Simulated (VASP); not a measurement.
# Zn3In8O15 in VASP: further runs

Runs on Zn3In8O15. Level: PBE. Tasks: single point.

Program: VASP 6.6.1. These are calculated values, not measurements. Logs are shortened: lines on timing, memory, paths and dates and some standing lists are left out, and cuts for length are marked.

## Step 1: The cell of the first run

The cell holds a disordered packing, 26 atoms: a = 7.167 Å, b = 6.956 Å, c = 7.002 Å, α = 86.96°, β = 89.41°, γ = 91.02°.

## Step 2: Single point, PBE

Contents of INCAR:

```
SYSTEM = Zn3In8O15
ALGO = Normal
EDIFF = 1E-6
ENCUT = 520
GGA = PE
GGA_COMPAT = .False.
ISIF = 2
ISMEAR = -1
ISYM = 0
LASPH = .True.
LCHARG = .False.
LREAL = .False.
LWAVE = .False.
NBANDS = 134
NELM = 120
PREC = Accurate
SIGMA = 0.05
```

Contents of KPOINTS:

```
k-points
0
Gamma
  1 1 1
  0 0 0
```

Contents of POSCAR:

```
Zn3In8O15
1.0
    7.1668360000     -0.0632620000      0.0376150000
   -0.0632620000      6.9529050000      0.1854250000
    0.0376150000      0.1854250000      6.9995360000
Zn O In
3 15 8
Direct
    0.2727505721      0.8417344513      0.9867389605
    0.0328243017      0.2203344610      0.2038126236
    0.2361863786      0.0420255290      0.5663320062
    0.4890462630      0.9185809825      0.4538856070
    0.6624176224      0.7220199994      0.0756338138
    0.0152041808      0.4822243732      0.0646978086
    0.1508828831      0.7283758018      0.4116079205
    0.2276931612      0.3132975945      0.6251040234
    0.7661691927      0.1707135255      0.1445892971
    0.0695915254      0.9789200446      0.0564240352
    0.9691679694      0.0429048524      0.6749528990
    0.8244274196      0.6916992415      0.7452922352
    0.6226660909      0.2980783555      0.7621766980
    0.6626564880      0.5124547855      0.4061023827
    0.3466924043      0.3065859270      0.2194506135
    0.8924838683      0.0842595546      0.4777060067
    0.4213164607      1.0016198719      0.8188621098
    0.3314336117      0.6025147878      0.8474265752
    0.6149105792      0.2034369310      0.4260149309
    0.9155882286      0.7406782332      0.2373550029
    0.7376162199      0.4530874330     -0.0100029733
    0.7216120636     -0.0180914693      0.8735925028
    0.0750003642      0.5791596967      0.6789177418
    0.3340087965      0.2694699267      0.9065782072
    0.4125318327      0.6180577208      0.2577051196
    0.5568845135      0.6487955666      0.6543167820
```

Potentials or basis: VASP PAW PBE potentials, release 64 (Zn, O, In_d).

On the command line:

```bash
$ cat potpaw_PBE.64/Zn/POTCAR potpaw_PBE.64/O/POTCAR potpaw_PBE.64/In_d/POTCAR > POTCAR
$ mpirun -np 1 vasp_gam > vasp.out
```

OUTCAR:

```text
SYSTEM = Zn3In8O15
   EDIFF = 1E-6
   ENCUT = 520
   GGA = PE
   ISIF = 2
   ISMEAR = -1
   ISYM = 0
   LASPH = .True.
   LREAL = .False.
   NELM = 120
   PREC = Accurate

 ion  position               nearest neighbor table
   1  0.273  0.842  0.987-  10 1.83  17 1.88  18 2.02  25 2.61  24 3.02  20 3.14  23 3.22  22 3.42
                            26 3.42
   2  0.033  0.220  0.204-   9 1.99   6 2.03  10 2.04  16 2.31  15 2.32  24 2.99  21 3.04  19 3.36
                            20 3.42
   3  0.236  0.042  0.566-   8 1.95  11 2.05   4 2.18  17 2.23  24 3.01  19 3.05  23 3.45
   4  0.489  0.919  0.454-  19 2.16   3 2.18  26 2.34  25 2.61
   5  0.662  0.722  0.076-  21 2.07  20 2.15  22 2.27  25 2.27
   6  0.015  0.482  0.065-   2 2.03  21 2.07  20 2.34  23 2.78  24 2.98
   7  0.151  0.728  0.412-  20 2.09  23 2.15  25 2.32
   8  0.228  0.313  0.625-   3 1.95  24 2.13  23 2.21
   9  0.766  0.171  0.145-   2 1.99  21 2.21  19 2.26  22 2.39
  10  0.070  0.979  0.056-   1 1.83   2 2.04  20 2.29  22 2.82  24 2.89
  11  0.969  0.043  0.675-  16 1.51   3 2.05  22 2.26
  12  0.824  0.692  0.745-  23 2.03  26 2.05  22 2.38  21 2.39
  13  0.623  0.298  0.762-  21 2.14  24 2.29  22 2.42  19 2.48  26 2.57
  14  0.663  0.512  0.406-  26 2.16  19 2.17  25 2.20  20 2.62
  15  0.347  0.307  0.219-  24 2.22  25 2.24   2 2.32  19 2.51
  16  0.892  0.084  0.478-  11 1.51  19 2.19   2 2.31
  17  0.421  0.002  0.819-   1 1.88  24 2.10  22 2.20   3 2.23  26 2.94
  18  0.331  0.603  0.847-   1 2.02  26 2.11  23 2.20  24 2.33  25 2.94
  19  0.615  0.203  0.426-   4 2.16  14 2.17  16 2.19   9 2.26  13 2.48  15 2.51   3 3.05   2 3.36
                            25 3.41  22 3.52  21 3.53  26 3.59  24 3.96
  20  0.916  0.741  0.237-   7 2.09   5 2.15  10 2.29   6 2.34  14 2.62  21 2.99   1 3.14  22 3.31
                             2 3.42  23 3.45  25 3.68  25 3.69  26 3.89
  21  0.738  0.453  0.990-   6 2.07   5 2.07  13 2.14   9 2.21  12 2.39  26 2.97  20 2.99   2 3.04
                            24 3.21  25 3.24  23 3.31  22 3.42  19 3.53  22 3.73
  22  0.722  0.982  0.874-  17 2.20  11 2.26   5 2.27  12 2.38   9 2.39  13 2.42  10 2.82  26 3.07
                            20 3.31   1 3.42  21 3.42  24 3.46  19 3.52  21 3.73
  23  0.075  0.579  0.679-  12 2.03   7 2.15  18 2.20   8 2.21   6 2.78   1 3.22  24 3.24  21 3.31
                            20 3.45   3 3.45  26 3.48  26 3.76  25 3.79
  24  0.334  0.269  0.907-  17 2.10   8 2.13  15 2.22  13 2.29  18 2.33  10 2.89   6 2.98   2 2.99
                             3 3.01   1 3.02  21 3.21  23 3.24  26 3.45  22 3.46  25 3.59  19 3.96
  25  0.413  0.618  0.258-  14 2.20  15 2.24   5 2.27   7 2.32   1 2.61   4 2.61  18 2.94  26 2.99
                            21 3.24  19 3.41  24 3.59  20 3.68  20 3.69  23 3.79
  26  0.557  0.649  0.654-  12 2.05  18 2.11  14 2.16   4 2.34  13 2.57  17 2.94  21 2.97  25 2.99
                            22 3.07   1 3.42  24 3.45  23 3.48  19 3.59  23 3.76  20 3.89

IMPORTANT INFORMATION: All symmetrisations will be switched off!
NOSYMM: (Re-)initialisation of all symmetry stuff for point group C_1.

----------------------------------------------------------------------------------------

                                     Primitive cell

  volume of cell :     348.5040

  direct lattice vectors                    reciprocal lattice vectors
     7.166836000 -0.063262000  0.037615000     0.139547094  0.001290600 -0.000784105
    -0.063262000  6.952905000  0.185425000     0.001290600  0.143938393 -0.003820014
     0.037615000  0.185425000  6.999536000    -0.000784105 -0.003820014  0.142972023

  length of vectors
     7.167213909  6.955664774  7.002092654     0.139555265  0.143994858  0.143025196

  position of ions in fractional coordinates (direct lattice)
     0.272750572  0.841734451  0.986738960
     0.032824302  0.220334461  0.203812624
     0.236186379  0.042025529  0.566332006
     0.489046263  0.918580983  0.453885607
     0.662417622  0.722019999  0.075633814
     0.015204181  0.482224373  0.064697809
[... 18 lines left out ...]
     0.412531833  0.618057721  0.257705120
     0.556884514  0.648795567  0.654316782

  ion indices of the primitive-cell ions
   primitive index   ion index
                 1           1
                 2           2
                 3           3
                 4           4
                 5           5
                 6           6
[... 18 lines left out ...]
                25          25
                26          26

----------------------------------------------------------------------------------------

 KPOINTS: k-points

Automatic generation of k-mesh.
 Grid dimensions read from file:
 generate k-points for:    1    1    1

 Generating k-lattice:

  Cartesian coordinates                     Fractional coordinates (reciprocal lattice)
     0.139547094  0.001290600 -0.000784105     1.000000000 -0.000000000  0.000000000
     0.001290600  0.143938393 -0.003820014    -0.000000000  1.000000000  0.000000000
    -0.000784105 -0.003820014  0.142972023     0.000000000  0.000000000  1.000000000

  Length of vectors
     0.139555265  0.143994858  0.143025196

  Shift w.r.t. Gamma in fractional coordinates (k-lattice)
     0.000000000  0.000000000  0.000000000

 Subroutine IBZKPT returns following result:
 ===========================================

 Found      1 irreducible k-points:

 Following reciprocal coordinates:
            Coordinates               Weight
  0.000000  0.000000  0.000000      1.000000
   k-points           NKPTS =      1   k-points in BZ     NKDIM =      1   number of bands    NBANDS=    134
   number of dos      NEDOS =    301   number of ions     NIONS =     26
   total plane-waves  NPLWV = 157464
   dimension x,y,z NGX =    54 NGY =   54 NGZ =   54
   dimension x,y,z NGXF=   108 NGYF=  108 NGZF=  108
   ions per type =               3  15   8
   NGX,Y,Z   is equivalent  to a cutoff of  12.53, 12.91, 12.82 a.u.
   NGXF,Y,Z  is equivalent  to a cutoff of  25.05, 25.81, 25.64 a.u.
 SYSTEM =  Zn3In8O15
   PREC   = accura    normal or accurate (medium, high low for compatibility)
   ISTART =      0    job   : 0-new  1-cont  2-samecut
   ICHARG =      2    charge: 1-file 2-atom 10-const
   ISPIN  =      1    spin polarized calculation?
   LNONCOLLINEAR =      F non collinear calculations
   LSORBIT =      F    spin-orbit coupling
   LASPH  =      T    aspherical Exc in radial PAW
   ENCUT  =  520.0 eV  38.22 Ry    6.18 a.u.  13.33 12.93 13.02*2*pi/ulx,y,z
   NELM   =    120;   NELMIN=  2; NELMDL= -5     # of ELM steps
   EDIFF  = 0.1E-05   stopping-criterion for ELM
   LREAL  =      F    real-space projection
   EDIFFG = 0.1E-04   stopping-criterion for IOM
   NSW    =      0    number of steps for IOM
   IBRION =     -1    ionic relax: 0-MD 1-quasi-New 2-CG
   NFREE  =      0    steps in history (QN), initial steepest desc. (CG)
   ISIF   =      2    stress and relaxation
   ISYM   =      0    0-nonsym 1-usesym 2-fastsym
   POTIM  = 0.5000    time-step for ionic-motion
   TEBEG  =    0.0;   TEEND  =   0.0 temperature during run
   PSTRESS=    0.0 pullay stress
   NELECT =     230.0000    total number of electrons
   NUPDOWN=      -1.0000    fix difference up-down
   EMIN   =  10.00;   EMAX   =-10.00  energy-range for DOS
   EFERMI =   0.00;   METHOD = LEGACY
   ISMEAR =    -1;   SIGMA  =   0.05  broadening in eV -4-tet -1-fermi 0-gaus
   EFERMI_NEDOS =   21; number of points for ismear=-14 and -15
   IALGO  =     38    algorithm
   IMIX   =      4    mixing-type and parameters
     AMIX     =   0.40;   BMIX     =  1.00
     AMIX_MAG =   1.60;   BMIX_MAG =  1.00
  volume/ion in A,a.u.               =      13.40        90.45
  Fermi-wavevector in a.u.,A,eV,Ry     =   1.425328  2.693479 27.641053  2.031560
  Thomas-Fermi vector in A             =   2.545724
   LORBIT       =      0    0 simple, 1 ext, 2 COOP (PROOUT), +10 PAW based schemes
   GGA     = PE    functional components
   LHFCALC =     F    Hartree Fock is set to
   AEXX    =    0.0000 exact exchange contribution
   IVDW    =     0    specifies the selected vdW correction
   LEPSILON=     F    determine dielectric tensor
   LRPA    =     F    only Hartree local field effects (RPA)
 non-spin polarized calculation
  energy-cutoff  :      520.00
  volume of cell :      348.50
 maximum number of plane-waves:      4686
 NGX is ok and might be reduce to    54
   NGX = 27   NGY = 25   NGZ = 27

 number of electron     229.9999970 magnetization

 Free energy of the ion-electron system (eV)
  ---------------------------------------------------
  ext. energy  EPLUGINS =         0.00000000
  ---------------------------------------------------
  free energy    TOTEN  =      -126.24057131 eV

  energy without entropy =     -126.24057100  energy(sigma->0) =     -126.24057116

 E-fermi :   5.9285     XC(G=0): -10.8392

 val. band max:        5.1181856320   @ k =   0.0000   0.0000   0.0000
 cond. band min:       6.7387213459   @ k =   0.0000   0.0000   0.0000
 fundamental gap:      1.6205357138
 Fermi energy:         5.9284604158

 k-point     1 :       0.0000    0.0000    0.0000
  band No.  band energies     occupation
      1     -15.4511      2.00000
      2     -14.0097      2.00000
      3     -13.5953      2.00000
      4     -13.2347      2.00000
      5     -13.0901      2.00000
      6     -12.8999      2.00000
[... 119 lines left out ...]
    126       9.6987      0.00000
    127      10.1041      0.00000
 [bands above 127 left out]

------------------------ aborting loop because EDIFF is reached ----------------------------------------

  FORCE on cell =-STRESS in cart. coord.  units (eV):
  Direction    XX          YY          ZZ          XY          YZ          ZX
  --------------------------------------------------------------------------------------
  -------------------------------------------------------------------------------------
  Total        7.9845999      0.8951415      6.9065256      5.4704817     -4.9380532      4.7347877
  in kB       36.7075941      4.1152334     31.7513641     25.1494410    -22.7017079     21.7672353
  external PRESSURE =      24.1913972 kB  Pullay stress =       0.0000000 kB

 VOLUME and BASIS-vectors are now :
 -----------------------------------------------------------------------------
  energy-cutoff  :      520.00
  volume of cell :      348.50
      direct lattice vectors                 reciprocal lattice vectors
     7.166836000 -0.063262000  0.037615000     0.139547094  0.001290600 -0.000784105
    -0.063262000  6.952905000  0.185425000     0.001290600  0.143938393 -0.003820014
     0.037615000  0.185425000  6.999536000    -0.000784105 -0.003820014  0.142972023

 POSITION                                       TOTAL-FORCE (eV/Angst)
 -----------------------------------------------------------------------------------
      1.93863      6.01821      7.07305        -0.007643     -0.606095     -0.603839
      0.22897      1.56768      1.46868         0.599861     -0.143157      0.532014
      1.71135      0.38227      3.98074         0.442317     -0.784893     -0.561235
      3.46388      6.44003      3.36571        -0.486102     -0.532080      0.189039
      4.70461      4.99226      0.68820        -1.019049      1.210800      0.542318
      0.08089      3.36389      0.54284         0.047017      0.659382      0.087026
[... 18 lines left out ...]
      2.92714      4.31898      1.93394        -0.396968     -0.289307      0.821883
      3.97467      4.59711      4.72116        -0.331884      0.288352     -1.616517
 -----------------------------------------------------------------------------------
    total drift:                               -0.001149     -0.001968      0.000418

  FREE ENERGIE OF THE ION-ELECTRON SYSTEM (eV)
  ---------------------------------------------------
  free  energy   TOTEN  =      -126.2405713141 eV

  energy  without entropy=     -126.2405709987  energy(sigma->0) =     -126.24057116
```

Run time: 1.8 min. Hardware: 1 thread of Intel Xeon Platinum 8259CL at 2.50GHz (Skylake/Cascade Lake), shared host; peak memory 0.36 GiB.

Results:

| Quantity | Value |
| --- | --- |
| Free energy | -126.2406 eV |
| Pressure | 2.4 GPa |
| Largest force | 2.089 eV/Å |

Forces in eV/Å, atoms in the order of the input:
```
Zn  -0.008 -0.606 -0.604
Zn   0.600 -0.143  0.532
Zn   0.442 -0.785 -0.561
O   -0.486 -0.532  0.189
O   -1.019  1.211  0.542
O    0.047  0.659  0.087
O   -0.012 -0.293  0.168
O   -0.175  1.141  0.243
O   -1.069  0.037 -0.615
O   -0.886 -0.224  0.635
O   -0.690  0.199 -0.022
O   -0.201  0.123  0.616
O    0.153  0.630  0.398
O   -0.263  0.105 -0.286
O    0.388  0.242 -0.699
O    0.592 -0.310 -0.433
O    0.267 -0.614  0.418
O   -0.072  0.100  0.601
In  -0.170 -0.399 -0.412
In   0.635  0.480  0.436
In   0.641 -1.906 -0.567
In   1.034  1.266  0.324
In   0.862 -1.226 -0.559
In   0.116  0.846  0.364
In  -0.397 -0.289  0.822
In  -0.332  0.288 -1.617
```

Stress tensor (GPa, compression positive):
```
 3.67  2.51  2.18
 2.51  0.41 -2.27
 2.18 -2.27  3.18
```

Caveat: the k points lie up to 0.90 Å⁻¹ apart; the atoms stand as in a frame of molecular dynamics; spin-orbit coupling is left out, which moves the levels of the heavy elements.

(Part 1 of 2 ends here.)
